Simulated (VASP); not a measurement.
# BeSi (I-4m2) in VASP: a series of runs, part 2 of 2

VASP 6.6.1. The steps go on from the part before.

**3. Single point, PBE**

This run uses another cell than the first one, of 14.93 Å³/atom.

INCAR

```
PREC     = Accurate       # precision mode
ENCUT    = 520            # plane-wave cutoff, eV
EDIFF    = 1E-7           # SCF threshold, eV
ISMEAR   = 0              # smearing method
SIGMA    = 0.1            # smearing width, eV
LREAL    = F              # projectors in reciprocal space
LASPH    = T              # aspherical terms in the spheres
NELM     = 80             # most SCF steps
ALGO     = Normal         # electronic algorithm
ISIF     = 2              # what is computed and relaxed
LWAVE    = F              # write WAVECAR
LCHARG   = F              # write CHGCAR
GGA      = PE             # functional
NBANDS   = 14             # bands
```

KPOINTS

```
Automatic mesh
0
Gamma
  6 6 6
```

POSCAR

```
BeSi
1.0
   -2.0374034797      2.0374034797      3.5958747645
    2.0374034797     -2.0374034797      3.5958747645
    2.0374034797      2.0374034797     -3.5958747645
Be Si
2 2
Direct
    0.1442798842      0.1442798842      0.0000000000
    0.8557201158      0.8557201158      0.0000000000
    0.5000000000      0.5000000000      0.0000000000
    0.7500000000      0.2500000000      0.5000000000
```

Potentials or basis: VASP PAW PBE potentials, release 64 (Be, Si).

The run is started by

```sh
cat potpaw_PBE.64/Be/POTCAR potpaw_PBE.64/Si/POTCAR > POTCAR
mpirun -np 1 vasp_std > vasp.out
```

OUTCAR:

```text
PREC = Accurate
   ENCUT = 520
   EDIFF = 1E-7
   ISMEAR = 0
   LREAL = F
   LASPH = T
   NELM = 80
   ISIF = 2
   GGA = PE

 ion  position               nearest neighbor table
   1  0.144  0.144  0.000-   2 2.08   4 2.17   4 2.17   3 2.56
   2  0.856  0.856  0.000-   1 2.08   4 2.17   4 2.17   3 2.56
   3  0.500  0.500  0.000-   1 2.56   2 2.56   4 2.72   4 2.72   4 2.72   4 2.72
   4  0.750  0.250  0.500-   1 2.17   2 2.17   2 2.17   1 2.17   3 2.72   3 2.72   3 2.72   3 2.72

  LATTYP: Found a body centered tetragonal cell.
 ALAT       =     4.0748069594
 C/A-ratio  =     1.7649301183

  Lattice vectors:

 A1 = (  -2.0374034797,   2.0374034797,   3.5958747645)
 A2 = (   2.0374034797,  -2.0374034797,   3.5958747645)
 A3 = (   2.0374034797,   2.0374034797,  -3.5958747645)

Analysis of symmetry for initial positions (statically):
=====================================================================
 Subroutine PRICEL returns:
 Original cell was already a primitive cell.

 Routine SETGRP: Setting up the symmetry group for a
 body centered tetragonal supercell.

 Subroutine GETGRP returns: Found  8 space group operations
 (whereof  8 operations were pure point group operations)
 out of a pool of 16 trial point group operations.

The static configuration has the point symmetry D_2d.

Analysis of symmetry for dynamics (positions and initial velocities):
=====================================================================
 Subroutine PRICEL returns:
 Original cell was already a primitive cell.

 Routine SETGRP: Setting up the symmetry group for a
 body centered tetragonal supercell.

 Subroutine GETGRP returns: Found  8 space group operations
 (whereof  8 operations were pure point group operations)
 out of a pool of 16 trial point group operations.

The dynamic configuration has the point symmetry D_2d.

 Subroutine INISYM returns: Found  8 space group operations
 (whereof  8 operations are pure point group operations),
 and found     1 'primitive' translations

[... 130 lines left out ...]
 Gauss-broadening in eV      SIGMA  =   0.10
  energy-cutoff  :      520.00
  volume of cell :       59.71
 maximum number of plane-waves:      1645
 NGX is ok and might be reduce to    36
   NGX = 17   NGY = 17   NGZ = 17

 number of electron      12.0000000 magnetization

 Free energy of the ion-electron system (eV)
  ---------------------------------------------------
  ext. energy  EPLUGINS =         0.00000000
  ---------------------------------------------------
  free energy    TOTEN  =       -15.09482155 eV

  energy without entropy =      -15.08955238  energy(sigma->0) =      -15.09218696

 E-fermi :   5.9644     XC(G=0):  -9.7203

 val. band max:        5.8350948066   @ k =  -0.3333  -0.3333   0.3333
 cond. band min:       5.9938813505   @ k =  -0.1667   0.1667   0.1667
 fundamental gap:      0.1587865439
 Fermi energy:         5.9643564607

 k-point     1 :       0.0000    0.0000    0.0000
  band No.  band energies     occupation
      1      -5.9004      2.00000
      2       3.2008      2.00000
      3       3.4529      2.00000
      4       3.5133      2.00000
      5       3.5133      2.00000
      6       4.7942      2.00000
      7       5.1989      2.00000
      8       5.1989      2.00000
      9       5.6616      1.99998
     10       8.6821      0.00000
     11      10.0196      0.00000
     12      10.3594      0.00000
     13      10.3594      0.00000
     14      12.3499      0.00000
[... 377 lines left out ...]
      1      -5.1108      2.00000
      2      -0.5926      2.00000
      3       1.3968      2.00000
      4       2.5168      2.00000
      5       4.3255      2.00000
      6       5.5491      2.00000
      7       7.1994      0.00000
      8       7.3005      0.00000
      9       8.3306      0.00000
     10       9.3882      0.00000
     11       9.9776      0.00000
     12      10.6401      0.00000
     13      13.4511      0.00000
     14      14.0350      0.00000

 [... further k-points ...]

------------------------ aborting loop because EDIFF is reached ----------------------------------------

  FORCE on cell =-STRESS in cart. coord.  units (eV):
  Direction    XX          YY          ZZ          XY          YZ          ZX
  --------------------------------------------------------------------------------------
  -------------------------------------------------------------------------------------
  Total       -0.0287403     -0.0287403      0.0102971      0.0000000      0.0000000      0.0000000
  in kB       -0.7712285     -0.7712285      0.2763162      0.0000000      0.0000000      0.0000000
  external PRESSURE =      -0.4220469 kB  Pullay stress =       0.0000000 kB

 VOLUME and BASIS-vectors are now :
 -----------------------------------------------------------------------------
  energy-cutoff  :      520.00
  volume of cell :       59.71
      direct lattice vectors                 reciprocal lattice vectors
    -2.037403480  2.037403480  3.595874764     0.000000000  0.245410399  0.139048224
     2.037403480 -2.037403480  3.595874764     0.245410399  0.000000000  0.139048224
     2.037403480  2.037403480 -3.595874764     0.245410399  0.245410399  0.000000000

 POSITION                                       TOTAL-FORCE (eV/Angst)
 -----------------------------------------------------------------------------------
      0.00000      0.00000      1.03762         0.000000     -0.000000     -0.009295
      0.00000      0.00000      6.15412         0.000000     -0.000000      0.009295
      0.00000      0.00000      3.59587        -0.000000      0.000000      0.000000
      0.00000      2.03740      1.79794        -0.000000      0.000000      0.000000
 -----------------------------------------------------------------------------------
    total drift:                               -0.000000      0.000000     -0.000000

  FREE ENERGIE OF THE ION-ELECTRON SYSTEM (eV)
  ---------------------------------------------------
  free  energy   TOTEN  =       -15.0948215463 eV

  energy  without entropy=      -15.0895523772  energy(sigma->0) =      -15.09218696
```

stdout:

```text
POSCAR found type information on POSCAR BeSi
 POSCAR found :  2 types and       4 ions
 scaLAPACK will be used
 LDA part: xc-table for (Slater+PW92), standard interpolation
 POSCAR, INCAR and KPOINTS ok, starting setup
 FFT: planning ... GRIDC
 FFT: planning ... GRID_SOFT
 FFT: planning ... GRID
 WAVECAR not read
 entering main loop
```

Wall time 23 s (1 thread of AMD EPYC 9R14 (Zen 4), shared host); peak memory 0.17 GiB.

What came out:

```yaml
Free_energy: -15.0948 eV
Pressure: 0.0 GPa
Largest_force: 0.009 eV/Å
Band_gap_on_the_k_mesh: zero (bands 6 and 7 overlap by 2.16 eV)
```

Forces on the atoms (eV/Å):
```
Be   0.000  0.000 -0.009
Be   0.000  0.000  0.009
Si   0.000  0.000  0.000
Si   0.000  0.000  0.000
```

Stress tensor (GPa, compression positive):
```
-0.08  0.00  0.00
 0.00 -0.08  0.00
 0.00  0.00  0.03
```

The gap in the log of VASP goes by the Fermi energy; the results here count the filled bands.